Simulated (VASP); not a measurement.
# W (a cell with a defect) in VASP: a series of runs

W (a cell with a defect) is run at these levels: PBEsol; tasks: single point.

All numbers are computed with VASP 6.6.1; they aren't measurements. Logs are shortened: lines on timing, memory, paths and dates and some standing lists are left out, and cuts for length are marked.

## Step 1: The cell of the first run

The cell holds a defect, 17 atoms: a = 6.320 Å, b = 6.320 Å, c = 6.320 Å, α = 90.00°, β = 90.00°, γ = 90.00°.

## Step 2: Single point, PBEsol

Input file INCAR:

```
ALGO = Normal
EDIFF = 1E-6
ENCUT = 520
GGA = PS
ISIF = 2
ISMEAR = -1
LASPH = True
LCHARG = False
LREAL = Auto
LWAVE = False
NBANDS = 133
NELM = 80
PREC = Accurate
SIGMA = 0.1
```

Input file KPOINTS:

```
k-points
0
Gamma
  2 2 2
```

Input file POSCAR:

```
W
1.0
    6.3200000000      0.0000000000      0.0000000000
    0.0000000000      6.3200000000      0.0000000000
    0.0000000000      0.0000000000      6.3200000000
W
17
Direct
    0.0303797468      0.0007911392     -0.0410126582
    0.5965664557     -0.0010601266     -0.0240348101
    0.0860917722      0.5054113924      0.0159968354
   -0.0079588608      0.0609810127      0.5395569620
    0.3112341772      0.2194936709      0.2164240506
    0.5740822785      0.4667879747     -0.0194936709
    0.5666455696      0.0115031646      0.4850000000
    0.8015981013      0.2505854430      0.2189240506
    0.0771044304      0.4660917722      0.4773417722
    0.1703322785      0.8251582278      0.3792721519
    0.3261867089      0.2587816456      0.7326898734
    0.5617405063      0.5007120253      0.4862658228
    0.8160284810      0.7180221519      0.2412341772
    0.8086708861      0.2653006329      0.7796993671
    0.3366297468      0.7327531646      0.7551107595
    0.8178481013      0.7273417722      0.7345253165
    0.4142563291      0.7233069620      0.1686392405
```

Potentials or basis: VASP PAW PBE potentials, release 64 (W_sv).

Run with:

```sh
$ cat potpaw_PBE.64/W_sv/POTCAR > POTCAR
$ mpirun -np 1 vasp_std > vasp.out
```

OUTCAR:

```text
EDIFF = 1E-6
   ENCUT = 520
   GGA = PS
   ISIF = 2
   ISMEAR = -1
   LASPH = True
   LREAL = Auto
   NELM = 80
   PREC = Accurate

 ion  position               nearest neighbor table
   1  0.030  0.001  0.959-  14 2.46  16 2.61   4 2.69   8 2.70   2 2.74   5 2.78  11 2.86  13 2.87
                            15 2.88  10 3.01   3 3.17   3 3.23  17 3.27
   2  0.597  0.999  0.976-  17 2.42  14 2.48   8 2.56  16 2.69  15 2.73   5 2.74   1 2.74  13 2.81
                            11 2.83   6 2.96   7 3.11   7 3.22   6 3.37
   3  0.086  0.505  0.016-  13 2.60   5 2.63  17 2.67  15 2.70   8 2.73  14 2.76  11 2.82  16 2.83
                             9 2.93   6 3.10  10 3.10   1 3.17   1 3.23   6 3.25   9 3.41
   4  0.992  0.061  0.540-  10 2.13  14 2.31   8 2.64   9 2.65  16 2.68   1 2.69   7 2.73  11 2.74
                             5 3.04  13 3.08  15 3.30
   5  0.311  0.219  0.216-   3 2.63   7 2.69   9 2.71   6 2.72   2 2.74   1 2.78  10 2.84  12 2.93
                             4 3.04  11 3.07   8 3.11  17 3.22   8 3.23  17 3.26  11 3.27
   6  0.574  0.467  0.981-  17 2.25  14 2.33   8 2.49  11 2.58  15 2.67   5 2.72  16 2.74  13 2.75
                             2 2.96   3 3.10  12 3.13  12 3.20   3 3.25   2 3.37
   7  0.567  0.012  0.485-  11 2.68   5 2.69   8 2.70   4 2.73  10 2.85  15 2.85  16 2.87  17 2.87
                            13 2.88  14 2.90  12 3.09   2 3.11   2 3.22  12 3.23
   8  0.802  0.251  0.219-   6 2.49   2 2.56   4 2.64   1 2.70   7 2.70   3 2.73   9 2.75  12 2.77
                            14 2.78  13 2.96   5 3.11   5 3.23  13 3.37
   9  0.077  0.466  0.477-  10 2.43  11 2.61   4 2.65   5 2.71  13 2.74   8 2.75  16 2.84  14 2.85
                             3 2.93  15 2.93  12 3.07  12 3.26  17 3.32   3 3.41
  10  0.170  0.825  0.379-   4 2.13  17 2.14   9 2.43  13 2.50  15 2.66   5 2.84   7 2.85   1 3.01
                             3 3.10  16 3.22  12 3.28
  11  0.326  0.259  0.733-   6 2.58   9 2.61  12 2.64   7 2.68   4 2.74   3 2.82   2 2.83   1 2.86
                            15 3.00  14 3.06   5 3.07   5 3.27  14 3.28  15 3.33
  12  0.562  0.501  0.486-  13 2.62  17 2.62  11 2.64  15 2.66  16 2.67   8 2.77  14 2.84   5 2.93
                             9 3.07   7 3.09   6 3.13   6 3.20   7 3.23   9 3.26  10 3.28
  13  0.816  0.718  0.241-  10 2.50  17 2.58   3 2.60  12 2.62   9 2.74   6 2.75   2 2.81   1 2.87
                             7 2.88   8 2.96   4 3.08  16 3.12  16 3.20   8 3.37
  14  0.809  0.265  0.780-   4 2.31   6 2.33   1 2.46   2 2.48   3 2.76   8 2.78  12 2.84   9 2.85
                             7 2.90  16 2.93  11 3.06  11 3.28  16 3.41
  15  0.337  0.733  0.755-  12 2.66  17 2.66  10 2.66   6 2.67   3 2.70   2 2.73   7 2.85   1 2.88
                             9 2.93  11 3.00  16 3.04  16 3.28   4 3.30  11 3.33
  16  0.818  0.727  0.735-   1 2.61  12 2.67   4 2.68   2 2.69   6 2.74   3 2.83   9 2.84   7 2.87
                            14 2.93  15 3.04  13 3.12  13 3.20  10 3.22  15 3.28  14 3.41
  17  0.414  0.723  0.169-  10 2.14   6 2.25   2 2.42  13 2.58  12 2.62  15 2.66   3 2.67   7 2.87
                             5 3.22   5 3.26   1 3.27   9 3.32

  LATTYP: Found a simple cubic cell.
 ALAT       =     6.3200000000

  Lattice vectors:

 A1 = (   6.3200000000,   0.0000000000,   0.0000000000)
 A2 = (   0.0000000000,   6.3200000000,   0.0000000000)
 A3 = (   0.0000000000,   0.0000000000,   6.3200000000)

Analysis of symmetry for initial positions (statically):
=====================================================================
 Subroutine PRICEL returns:
 Original cell was already a primitive cell.

 Routine SETGRP: Setting up the symmetry group for a
 simple cubic supercell.

 Subroutine GETGRP returns: Found  1 space group operations
 (whereof  1 operations were pure point group operations)
 out of a pool of 48 trial point group operations.

The static configuration has the point symmetry C_1 .

Analysis of symmetry for dynamics (positions and initial velocities):
=====================================================================
 Subroutine PRICEL returns:
 Original cell was already a primitive cell.

 Routine SETGRP: Setting up the symmetry group for a
 simple cubic supercell.

 Subroutine GETGRP returns: Found  1 space group operations
 (whereof  1 operations were pure point group operations)
 out of a pool of 48 trial point group operations.

The dynamic configuration has the point symmetry C_1 .

 Subroutine INISYM returns: Found  1 space group operations
 (whereof  1 operations are pure point group operations),
 and found     1 'primitive' translations

----------------------------------------------------------------------------------------

                                     Primitive cell

  volume of cell :     252.4360

  direct lattice vectors                    reciprocal lattice vectors
     6.320000000  0.000000000  0.000000000     0.158227848  0.000000000  0.000000000
     0.000000000  6.320000000  0.000000000     0.000000000  0.158227848  0.000000000
[... 60 lines left out ...]
     0.079113924  0.079113924  0.079113924

  Shift w.r.t. Gamma in fractional coordinates (k-lattice)
     0.000000000  0.000000000  0.000000000

 Subroutine IBZKPT returns following result:
 ===========================================

 Found      8 irreducible k-points:

 Following reciprocal coordinates:
            Coordinates               Weight
  0.000000  0.000000  0.000000      1.000000
  0.500000  0.000000  0.000000      1.000000
  0.000000  0.500000  0.000000      1.000000
  0.000000  0.000000  0.500000      1.000000
  0.500000  0.500000  0.000000      1.000000
  0.000000  0.500000  0.500000      1.000000
  0.500000  0.000000  0.500000      1.000000
  0.500000  0.500000  0.500000      1.000000
   k-points           NKPTS =      8   k-points in BZ     NKDIM =      8   number of bands    NBANDS=    133
   number of dos      NEDOS =    301   number of ions     NIONS =     17
   total plane-waves  NPLWV = 110592
   dimension x,y,z NGX =    48 NGY =   48 NGZ =   48
   dimension x,y,z NGXF=    96 NGYF=   96 NGZF=   96
   ions per type =              17
   NGX,Y,Z   is equivalent  to a cutoff of  12.63, 12.63, 12.63 a.u.
   NGXF,Y,Z  is equivalent  to a cutoff of  25.25, 25.25, 25.25 a.u.
 SYSTEM =  unknown system
   PREC   = accura    normal or accurate (medium, high low for compatibility)
   ISTART =      0    job   : 0-new  1-cont  2-samecut
   ICHARG =      2    charge: 1-file 2-atom 10-const
   ISPIN  =      1    spin polarized calculation?
   LNONCOLLINEAR =      F non collinear calculations
   LSORBIT =      F    spin-orbit coupling
   LASPH  =      T    aspherical Exc in radial PAW
   ENCUT  =  520.0 eV  38.22 Ry    6.18 a.u.  11.75 11.75 11.75*2*pi/ulx,y,z
   NELM   =     80;   NELMIN=  2; NELMDL= -5     # of ELM steps
   EDIFF  = 0.1E-05   stopping-criterion for ELM
   LREAL  =      T    real-space projection
   EDIFFG = 0.1E-04   stopping-criterion for IOM
   NSW    =      0    number of steps for IOM
   IBRION =     -1    ionic relax: 0-MD 1-quasi-New 2-CG
   NFREE  =      0    steps in history (QN), initial steepest desc. (CG)
   ISIF   =      2    stress and relaxation
   ISYM   =      2    0-nonsym 1-usesym 2-fastsym
   POTIM  = 0.5000    time-step for ionic-motion
   TEBEG  =    0.0;   TEEND  =   0.0 temperature during run
   PSTRESS=    0.0 pullay stress
   NELECT =     238.0000    total number of electrons
   NUPDOWN=      -1.0000    fix difference up-down
   EMIN   =  10.00;   EMAX   =-10.00  energy-range for DOS
   EFERMI =   0.00;   METHOD = LEGACY
   ISMEAR =    -1;   SIGMA  =   0.10  broadening in eV -4-tet -1-fermi 0-gaus
   EFERMI_NEDOS =   21; number of points for ismear=-14 and -15
   IALGO  =     38    algorithm
   IMIX   =      4    mixing-type and parameters
     AMIX     =   0.40;   BMIX     =  1.00
     AMIX_MAG =   1.60;   BMIX_MAG =  1.00
  volume/ion in A,a.u.               =      14.85       100.21
  Fermi-wavevector in a.u.,A,eV,Ry     =   1.605277  3.033534 35.061061  2.576915
  Thomas-Fermi vector in A             =   2.701649
   LORBIT       =      0    0 simple, 1 ext, 2 COOP (PROOUT), +10 PAW based schemes
   GGA     = PS    functional components
   LHFCALC =     F    Hartree Fock is set to
   AEXX    =    0.0000 exact exchange contribution
   IVDW    =     0    specifies the selected vdW correction
   LEPSILON=     F    determine dielectric tensor
   LRPA    =     F    only Hartree local field effects (RPA)
 non-spin polarized calculation
  energy-cutoff  :      520.00
  volume of cell :      252.44
 maximum number of plane-waves:      6859
 NGX is ok and might be reduce to    48
   NGX = 23   NGY = 23   NGZ = 23

 number of electron     238.0000007 magnetization

 Free energy of the ion-electron system (eV)
  ---------------------------------------------------
  ext. energy  EPLUGINS =         0.00000000
  ---------------------------------------------------
  free energy    TOTEN  =      -219.19663293 eV

  energy without entropy =     -218.87948228  energy(sigma->0) =     -219.03805760

 E-fermi :  12.0803     XC(G=0): -14.0679

 val. band max:       12.0776444235   @ k =   0.5000   0.0000   0.0000
 cond. band min:      12.0988720672   @ k =   0.5000   0.0000   0.0000
 fundamental gap:      0.0212276437
 Fermi energy:        12.0803407754

 k-point     1 :       0.0000    0.0000    0.0000
  band No.  band energies     occupation
      1     -61.9025      2.00000
      2     -61.7880      2.00000
      3     -61.7586      2.00000
      4     -61.7576      2.00000
      5     -61.7131      2.00000
      6     -61.6889      2.00000
[... 1061 lines left out ...]
    130      13.9753      0.00000
    131      14.0920      0.00000
 [bands above 131 left out]

------------------------ aborting loop because EDIFF is reached ----------------------------------------

  FORCE on cell =-STRESS in cart. coord.  units (eV):
  Direction    XX          YY          ZZ          XY          YZ          ZX
  --------------------------------------------------------------------------------------
  -------------------------------------------------------------------------------------
  Total       63.3259420     62.3636510     61.8563099    -19.5517111     13.2568828    -18.9964017
  in kB      401.9212855    395.8137530    392.5937269   -124.0920958     84.1396623   -120.5676213
  external PRESSURE =     396.7762551 kB  Pullay stress =       0.0000000 kB

 VOLUME and BASIS-vectors are now :
 -----------------------------------------------------------------------------
  energy-cutoff  :      520.00
  volume of cell :      252.44
      direct lattice vectors                 reciprocal lattice vectors
     6.320000000  0.000000000  0.000000000     0.158227848  0.000000000  0.000000000
     0.000000000  6.320000000  0.000000000     0.000000000  0.158227848  0.000000000
     0.000000000  0.000000000  6.320000000     0.000000000  0.000000000  0.158227848

 POSITION                                       TOTAL-FORCE (eV/Angst)
 -----------------------------------------------------------------------------------
      0.19200      0.00500      6.06080         4.526930     -2.135007      3.389699
      3.77030      6.31330      6.16810        -2.070931      0.265385     -1.068842
      0.54410      3.19420      0.10110        -0.561912     -0.492664     -2.521550
      6.26970      0.38540      3.41000        -1.681746      3.479192      0.556944
      1.96700      1.38720      1.36780        -0.092657      0.219776      1.484876
      3.62820      2.95010      6.19680         0.608379     -0.438643     -1.513102
[... 9 lines left out ...]
      5.16880      4.59680      4.64220         0.556343      0.277438     -0.916826
      2.61810      4.57130      1.06580         0.266924      0.761503     -0.778198
 -----------------------------------------------------------------------------------
    total drift:                                0.002614     -0.005427     -0.000463

  FREE ENERGIE OF THE ION-ELECTRON SYSTEM (eV)
  ---------------------------------------------------
  free  energy   TOTEN  =      -219.1966329254 eV

  energy  without entropy=     -218.8794822779  energy(sigma->0) =     -219.03805760
```

Run time: 7.1 min. Hardware: 1 thread of Intel Xeon Platinum 8559C (Emerald Rapids), shared host; peak memory 0.41 GiB.

What came out:

```yaml
Free_energy: -219.1966 eV
Pressure: 39.7 GPa
Largest_force: 6.045 eV/Å
Band_gap_on_the_k_mesh: zero (bands 119 and 120 overlap by 0.48 eV)
```

Forces on the atoms (eV/Å):
```
W    4.527 -2.135  3.390
W   -2.071  0.265 -1.069
W   -0.562 -0.493 -2.522
W   -1.682  3.479  0.557
W   -0.093  0.220  1.485
W    0.608 -0.439 -1.513
W    0.070 -1.078  0.282
W    1.403 -0.582  3.359
W   -0.815 -1.587  1.538
W    0.753 -0.900  0.328
W   -0.963 -2.176  0.236
W    0.503 -1.327  0.443
W   -0.692  1.793  0.472
W   -0.326  2.600 -3.693
W   -1.485  1.320 -1.598
W    0.556  0.277 -0.917
W    0.267  0.762 -0.778
```

Stress tensor (GPa, compression positive):
```
 40.19 -12.41 -12.06
-12.41  39.58   8.41
-12.06   8.41  39.26
```

Caveat: the k points lie up to 0.50 Å⁻¹ apart; the atoms stand as in a frame of molecular dynamics; the PAW data sets were made with another functional, which shifts forces and pressure a little; spin-orbit coupling is left out, which moves the levels of the heavy elements.

## Step 3: Single point, PBEsol

Input file INCAR:

```
PREC = Accurate
ENCUT = 520
EDIFF = 1E-6
ISMEAR = -1
SIGMA = 0.1
LREAL = Auto
LASPH = T
NELM = 100
ALGO = Normal
ISIF = 2
LWAVE = F
LCHARG = T
GGA = PS
LELF = T
LVHAR = T
NBANDS = 133
```

Input file KPOINTS:

```
Automatic mesh
0
Gamma
  2 2 2
```

Input file POSCAR:

```
W
1.0
    6.3200000000      0.0000000000      0.0000000000
    0.0000000000      6.3200000000      0.0000000000
    0.0000000000      0.0000000000      6.3200000000
W
17
Direct
    0.0258227848     -0.0394303797      0.0371677215
    0.5403481013      0.0003955696      0.0219462025
    0.0493670886      0.4630221519      0.0591139241
   -0.0049367089     -0.0100000000      0.5842405063
    0.2814556962      0.1898417722      0.2958227848
    0.5745411392      0.4373575949      0.0239082278
    0.5624841772     -0.0245569620      0.5476582278
    0.7727056962      0.1815664557      0.2863924051
    0.0108544304      0.4003639241      0.5460759494
    0.2150000000      0.7015189873      0.4503164557
    0.2822626582      0.2352056962      0.8007436709
    0.5570886076      0.4764082278      0.5335126582
    0.8297310127      0.7070886076      0.2963132911
    0.7834335443      0.2291139241      0.7818354430
    0.3105063291      0.7359810127      0.8122310127
    0.8031803797      0.6840981013      0.7975316456
    0.4353006329      0.7103955696      0.1906962025
```

Potentials or basis: VASP PAW PBE potentials, release 64 (W_sv).

Run with:

```sh
$ cat potpaw_PBE.64/W_sv/POTCAR > POTCAR
$ mpirun -np 1 vasp_std > vasp.out
```

Wall time 6.9 min (1 thread of Intel Xeon Platinum 8559C (Emerald Rapids), shared host); peak memory 0.42 GiB.

Results (log left out):

* Free energy: -218.1375 eV
* Pressure: 41.0 GPa
* Largest force: 5.206 eV/Å
* Band gap on the k mesh: zero (bands 119 and 120 overlap by 0.36 eV)

Forces on the atoms (eV/Å):
```
W    1.768 -0.193  0.981
W    2.672  3.342 -2.965
W    0.999 -0.383 -0.308
W    3.412 -2.126 -0.668
W    0.501  0.846  0.222
W    0.491 -2.907 -1.142
W   -3.215 -1.979 -0.042
W    2.377  2.584 -0.394
W    1.770  2.879 -1.024
W   -3.458  1.175  0.033
W    0.323 -1.138 -0.883
W   -1.108 -1.700  0.662
W   -1.953  0.045 -0.019
W   -1.426 -2.189  3.424
W   -0.654 -1.605  0.181
W   -0.108  2.586 -0.253
W   -2.391  0.763  2.195
```

Stress tensor (GPa, compression positive):
```
 38.14   0.35 -11.84
  0.35  44.33   0.03
-11.84   0.03  40.53
```

Levels at points of the mesh, in eV from the Fermi level:
| k point | band 115 | band 116 | band 117 | band 118 | band 119 | band 120 | band 121 | band 122 | band 123 | band 124 |
| --- | --- | --- | --- | --- | --- | --- | --- | --- | --- | --- |
| (0.00, 0.00, 0.00) | -0.33 | -0.28 | 0.00 | 0.12 | 0.23 | 0.31 | 0.47 | 0.58 | 0.68 | 0.82 |
| (0.50, 0.00, 0.00) | -0.77 | -0.63 | -0.29 | -0.19 | 0.00 | 0.23 | 0.43 | 0.58 | 0.62 | 0.77 |
| (0.00, 0.50, 0.00) | -0.71 | -0.66 | -0.47 | -0.42 | -0.34 | -0.01 | 0.16 | 0.32 | 0.40 | 0.66 |
| (0.00, 0.00, 0.50) | -0.73 | -0.65 | -0.35 | -0.13 | -0.07 | 0.10 | 0.29 | 0.34 | 0.53 | 0.80 |
| (0.50, 0.50, 0.00) | -0.93 | -0.76 | -0.49 | -0.33 | -0.16 | -0.09 | 0.37 | 0.45 | 0.49 | 0.57 |
| (0.00, 0.50, 0.50) | -1.15 | -0.79 | -0.63 | -0.42 | -0.12 | 0.06 | 0.21 | 0.52 | 0.67 | 0.76 |
| (0.50, 0.00, 0.50) | -1.15 | -0.89 | -0.72 | -0.44 | -0.42 | -0.13 | 0.05 | 0.18 | 0.33 | 0.49 |
| (0.50, 0.50, 0.50) | -1.23 | -1.04 | -0.97 | -0.60 | -0.19 | 0.05 | 0.36 | 0.69 | 0.80 | 1.25 |

Caveat: the k points lie up to 0.50 Å⁻¹ apart; the atoms stand as in a frame of molecular dynamics; the PAW data sets were made with another functional, which shifts forces and pressure a little; spin-orbit coupling is left out, which moves the levels of the heavy elements.

The gap in the log of VASP goes by the Fermi energy; the results here count the filled bands.